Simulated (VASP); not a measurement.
# Ta3Cu (I4/mmm) in VASP: single point with PBEsol

Aim: the single point of Ta3Cu with PBEsol.

Everything below comes from runs of VASP 6.6.1. Logs are shortened: lines on timing, memory, paths and dates and some standing lists are left out, and cuts for length are marked.

## (1) The cell of the first run

The structure is tetragonal, space group I4/mmm (No. 139). Conventional cell: a = 4.013 Å, b = 4.013 Å, c = 8.416 Å, α = 90.00°, β = 90.00°, γ = 90.00°. Within 3.7 Å of Ta (site symmetry -4m2) lie 8 Ta at 2.84 to 2.91 Å and 4 Cu at 2.91 Å. Ta (site symmetry 4/mmm) has 4 Cu at 2.84 Å and 8 Ta at 2.91 Å within 3.7 Å. Within 3.7 Å of Cu (site symmetry 4/mmm) lie 12 Ta at 2.84 to 2.91 Å.

## (2) Single point, PBEsol

INCAR reads:

```
  ALGO = Normal
  EDIFF = 1E-6
  ENCUT = 600
  GGA = PS
  GGA_COMPAT = F
  ISIF = 2
  ISMEAR = 1
  LASPH = T
  LCHARG = F
  LREAL = F
  LWAVE = F
  NBANDS = 30
  NELM = 120
  PREC = Accurate
  SIGMA = 0.15
```

KPOINTS reads:

```
k-points
0
Gamma
  7 7 7
```

POSCAR reads:

```
Ta3Cu
1.0
   -2.0065070000      2.0065070000      4.2081700000
    2.0065070000     -2.0065070000      4.2081700000
    2.0065070000      2.0065070000     -4.2081700000
Ta Cu
3 1
Direct
    0.7500000000      0.2500000000      0.5000000000
    0.2500000000      0.7500000000      0.5000000000
    0.5000000000      0.5000000000      0.0000000000
    0.0000000000      0.0000000000      0.0000000000
```

Potentials or basis: VASP PAW PBE potentials, release 64 (Ta_pv, Cu).

Started as:

```console
$ cat potpaw_PBE.64/Ta_pv/POTCAR potpaw_PBE.64/Cu/POTCAR > POTCAR
$ mpirun -np 1 vasp_std > vasp.out
```

OUTCAR:

```text
EDIFF = 1E-6
   ENCUT = 600
   GGA = PS
   ISIF = 2
   ISMEAR = 1
   LASPH = T
   LREAL = F
   NELM = 120
   PREC = Accurate

 ion  position               nearest neighbor table
   1  0.750  0.250  0.500-   2 2.84   2 2.84   2 2.84   2 2.84   4 2.91   3 2.91   4 2.91   4 2.91
                             3 2.91   3 2.91   4 2.91   3 2.91
   2  0.250  0.750  0.500-   1 2.84   1 2.84   1 2.84   1 2.84   4 2.91   3 2.91   4 2.91   3 2.91
                             4 2.91   4 2.91   3 2.91   3 2.91
   3  0.500  0.500  0.000-   4 2.84   4 2.84   4 2.84   4 2.84   2 2.91   1 2.91   2 2.91   1 2.91
                             2 2.91   2 2.91   1 2.91   1 2.91
   4  0.000  0.000  0.000-   3 2.84   3 2.84   3 2.84   3 2.84   2 2.91   1 2.91   2 2.91   2 2.91
                             1 2.91   1 2.91   2 2.91   1 2.91

  LATTYP: Found a body centered tetragonal cell.
 ALAT       =     4.0130140000
 C/A-ratio  =     2.0972615595

  Lattice vectors:

 A1 = (  -2.0065070000,   2.0065070000,   4.2081700000)
 A2 = (   2.0065070000,  -2.0065070000,   4.2081700000)
 A3 = (   2.0065070000,   2.0065070000,  -4.2081700000)

Analysis of symmetry for initial positions (statically):
=====================================================================
 Subroutine PRICEL returns:
 Original cell was already a primitive cell.

 Routine SETGRP: Setting up the symmetry group for a
 body centered tetragonal supercell.

 Subroutine GETGRP returns: Found 16 space group operations
 (whereof 16 operations were pure point group operations)
 out of a pool of 16 trial point group operations.

The static configuration has the point symmetry D_4h.

Analysis of symmetry for dynamics (positions and initial velocities):
=====================================================================
 Subroutine PRICEL returns:
 Original cell was already a primitive cell.

 Routine SETGRP: Setting up the symmetry group for a
 body centered tetragonal supercell.

 Subroutine GETGRP returns: Found 16 space group operations
 (whereof 16 operations were pure point group operations)
 out of a pool of 16 trial point group operations.

The dynamic configuration has the point symmetry D_4h.

 Subroutine INISYM returns: Found 16 space group operations
 (whereof 16 operations are pure point group operations),
 and found     1 'primitive' translations

----------------------------------------------------------------------------------------

                                     Primitive cell

  volume of cell :      67.7696

  direct lattice vectors                    reciprocal lattice vectors
    -2.006507000  2.006507000  4.208170000     0.000000000  0.249189263  0.118816493
     2.006507000 -2.006507000  4.208170000     0.249189263  0.000000000  0.118816493
     2.006507000  2.006507000 -4.208170000     0.249189263  0.249189263  0.000000000

  length of vectors
     5.075513317  5.075513317  5.075513317     0.276066383  0.276066383  0.352406835

  position of ions in fractional coordinates (direct lattice)
     0.750000000  0.250000000  0.500000000
     0.250000000  0.750000000  0.500000000
     0.500000000  0.500000000  0.000000000
     0.000000000  0.000000000  0.000000000

  ion indices of the primitive-cell ions
   primitive index   ion index
                 1           1
                 2           2
                 3           3
                 4           4

----------------------------------------------------------------------------------------

 KPOINTS: k-points

Automatic generation of k-mesh.
 Grid dimensions read from file:
 generate k-points for:    7    7    7

 Generating k-lattice:

  Cartesian coordinates                     Fractional coordinates (reciprocal lattice)
     0.000000000  0.035598466  0.016973785     0.142857143 -0.000000000  0.000000000
     0.035598466  0.000000000  0.016973785    -0.000000000  0.142857143  0.000000000
     0.035598466  0.035598466  0.000000000     0.000000000  0.000000000  0.142857143

  Length of vectors
     0.039438055  0.039438055  0.050343834

  Shift w.r.t. Gamma in fractional coordinates (k-lattice)
     0.000000000  0.000000000  0.000000000

 Subroutine IBZKPT returns following result:
 ===========================================

 Found     40 irreducible k-points:

 Following reciprocal coordinates:
            Coordinates               Weight
  0.000000  0.000000  0.000000      1.000000
  0.142857  0.000000 -0.000000      8.000000
  0.285714 -0.000000  0.000000      8.000000
  0.428571  0.000000  0.000000      8.000000
  0.142857  0.142857  0.000000      8.000000
  0.285714  0.142857  0.000000     16.000000
[... 16 lines left out ...]
 -0.142857  0.285714  0.142857      8.000000
 -0.428571  0.428571  0.142857      8.000000
 [... further k-points ...]
   k-points           NKPTS =     40   k-points in BZ     NKDIM =     40   number of bands    NBANDS=     30
   number of dos      NEDOS =    301   number of ions     NIONS =      4
   total plane-waves  NPLWV =  74088
   dimension x,y,z NGX =    42 NGY =   42 NGZ =   42
   dimension x,y,z NGXF=    84 NGYF=   84 NGZF=   84
   ions per type =               3   1
   NGX,Y,Z   is equivalent  to a cutoff of  13.76, 13.76, 13.76 a.u.
   NGXF,Y,Z  is equivalent  to a cutoff of  27.51, 27.51, 27.51 a.u.
 SYSTEM =  unknown system
   PREC   = accura    normal or accurate (medium, high low for compatibility)
   ISTART =      0    job   : 0-new  1-cont  2-samecut
   ICHARG =      2    charge: 1-file 2-atom 10-const
   ISPIN  =      1    spin polarized calculation?
   LNONCOLLINEAR =      F non collinear calculations
   LSORBIT =      F    spin-orbit coupling
   LASPH  =      T    aspherical Exc in radial PAW
   ENCUT  =  600.0 eV  44.10 Ry    6.64 a.u.  10.14 10.14 10.14*2*pi/ulx,y,z
   NELM   =    120;   NELMIN=  2; NELMDL= -5     # of ELM steps
   EDIFF  = 0.1E-05   stopping-criterion for ELM
   LREAL  =      F    real-space projection
[... 7 lines left out ...]
   TEBEG  =    0.0;   TEEND  =   0.0 temperature during run
   PSTRESS=    0.0 pullay stress
   NELECT =      44.0000    total number of electrons
   NUPDOWN=      -1.0000    fix difference up-down
   EMIN   =  10.00;   EMAX   =-10.00  energy-range for DOS
   EFERMI =   0.00;   METHOD = LEGACY
   ISMEAR =     1;   SIGMA  =   0.15  broadening in eV -4-tet -1-fermi 0-gaus
   EFERMI_NEDOS =   21; number of points for ismear=-14 and -15
   IALGO  =     38    algorithm
   IMIX   =      4    mixing-type and parameters
     AMIX     =   0.40;   BMIX     =  1.00
     AMIX_MAG =   1.60;   BMIX_MAG =  1.00
  volume/ion in A,a.u.               =      16.94       114.33
  Fermi-wavevector in a.u.,A,eV,Ry     =   1.417580  2.678837 27.341349  2.009532
  Thomas-Fermi vector in A             =   2.538795
   LORBIT       =      0    0 simple, 1 ext, 2 COOP (PROOUT), +10 PAW based schemes
   GGA     = PS    functional components
   LHFCALC =     F    Hartree Fock is set to
   AEXX    =    0.0000 exact exchange contribution
   IVDW    =     0    specifies the selected vdW correction
   LEPSILON=     F    determine dielectric tensor
   LRPA    =     F    only Hartree local field effects (RPA)
 non-spin polarized calculation
 Methfessel and Paxton  Order N= 1 SIGMA  =   0.15
  energy-cutoff  :      600.00
  volume of cell :       67.77
 maximum number of plane-waves:      2288
 NGX is ok and might be reduce to    42
   NGX = 21   NGY = 21   NGZ = 21

 number of electron      43.9999997 magnetization

 Free energy of the ion-electron system (eV)
  ---------------------------------------------------
  ext. energy  EPLUGINS =         0.00000000
  ---------------------------------------------------
  free energy    TOTEN  =       -41.24111852 eV

  energy without entropy =      -41.24199578  energy(sigma->0) =      -41.24141094

 E-fermi :   5.8026     XC(G=0): -12.6058

 val. band max:        5.7708365582   @ k =  -0.2857   0.1429  -0.0000
 cond. band min:       5.8306903990   @ k =   0.1429   0.1429   0.0000
 fundamental gap:      0.0598538408
 Fermi energy:         5.8025533311

 k-point     1 :       0.0000    0.0000    0.0000
  band No.  band energies     occupation
      1     -28.7543      2.00000
      2     -28.5977      2.00000
      3     -28.5977      2.00000
      4     -28.4062      2.00000
      5     -28.4062      2.00000
      6     -28.2347      2.00000
[... 22 lines left out ...]
     29      10.1279      0.00000
     30      11.2105      0.00000

 k-point     2 :       0.1429    0.0000   -0.0000
  band No.  band energies     occupation
      1     -28.7444      2.00000
      2     -28.5788      2.00000
      3     -28.5744      2.00000
      4     -28.4361      2.00000
      5     -28.3928      2.00000
      6     -28.1864      2.00000
[... 22 lines left out ...]
     29      10.5353      0.00000
     30      10.7569      0.00000

 k-point     3 :       0.2857   -0.0000    0.0000
  band No.  band energies     occupation
      1     -28.6965      2.00000
      2     -28.5862      2.00000
      3     -28.5391      2.00000
      4     -28.3944      2.00000
      5     -28.3439      2.00000
      6     -28.1248      2.00000
[... 22 lines left out ...]
     29       9.5624      0.00000
     30      10.8003      0.00000

 k-point     4 :       0.4286    0.0000    0.0000
  band No.  band energies     occupation
      1     -28.6769      2.00000
      2     -28.5301      2.00000
      3     -28.5130      2.00000
      4     -28.3290      2.00000
      5     -28.2569      2.00000
      6     -28.2201      2.00000
[... 616 lines left out ...]
     29       8.9252      0.00000
     30      10.7176      0.00000

 k-point    23 :      -0.1429    0.2857    0.1429
  band No.  band energies     occupation
      1     -28.6551      2.00000
      2     -28.5905      2.00000
      3     -28.4809      2.00000
      4     -28.3370      2.00000
      5     -28.3061      2.00000
      6     -28.1763      2.00000
[... 22 lines left out ...]
     29       8.7799     -0.00000
     30      10.8700      0.00000

 k-point    24 :      -0.4286    0.4286    0.1429
  band No.  band energies     occupation
      1     -28.7523      2.00000
      2     -28.7423      2.00000
      3     -28.6057      2.00000
      4     -28.4036      2.00000
      5     -28.3197      2.00000
      6     -28.0178      2.00000
[... 22 lines left out ...]
     29       9.9560      0.00000
     30      10.5295      0.00000

 [... further k-points ...]

------------------------ aborting loop because EDIFF is reached ----------------------------------------

  FORCE on cell =-STRESS in cart. coord.  units (eV):
  Direction    XX          YY          ZZ          XY          YZ          ZX
  --------------------------------------------------------------------------------------
  -------------------------------------------------------------------------------------
  Total       -2.5420400     -2.5420400     -2.8219208      0.0000000     -0.0000000      0.0000000
  in kB      -60.0977683    -60.0977683    -66.7145843      0.0000000     -0.0000000      0.0000000
  external PRESSURE =     -62.3033736 kB  Pullay stress =       0.0000000 kB

 VOLUME and BASIS-vectors are now :
 -----------------------------------------------------------------------------
  energy-cutoff  :      600.00
  volume of cell :       67.77
      direct lattice vectors                 reciprocal lattice vectors
    -2.006507000  2.006507000  4.208170000     0.000000000  0.249189263  0.118816493
     2.006507000 -2.006507000  4.208170000     0.249189263  0.000000000  0.118816493
     2.006507000  2.006507000 -4.208170000     0.249189263  0.249189263  0.000000000

 POSITION                                       TOTAL-FORCE (eV/Angst)
 -----------------------------------------------------------------------------------
      0.00000      2.00651      2.10408        -0.000000     -0.000000      0.000000
      2.00651      0.00000      2.10408         0.000000      0.000000     -0.000000
      0.00000      0.00000      4.20817        -0.000000      0.000000      0.000000
      0.00000      0.00000      0.00000        -0.000000      0.000000      0.000000
 -----------------------------------------------------------------------------------
    total drift:                               -0.000000      0.000000      0.000000

  FREE ENERGIE OF THE ION-ELECTRON SYSTEM (eV)
  ---------------------------------------------------
  free  energy   TOTEN  =       -41.2411185249 eV

  energy  without entropy=      -41.2419957842  energy(sigma->0) =      -41.24141094
```

Wall time 2 min (1 thread of Intel Xeon 6975P-C (Granite Rapids), shared host); peak memory 0.31 GiB.

Results:

```
Free energy            : -41.2411 eV
Pressure               : -6.2 GPa
Band gap on the k mesh : zero (bands 22 and 23 overlap by 0.86 eV)
```

Stress tensor (GPa, compression positive):
```
-6.01  0.00  0.00
 0.00 -6.01  0.00
 0.00  0.00 -6.67
```

Caveat: the cell stands under tension; the PAW data sets were made with another functional, which shifts forces and pressure a little; spin-orbit coupling is left out, which moves the levels of the heavy elements.
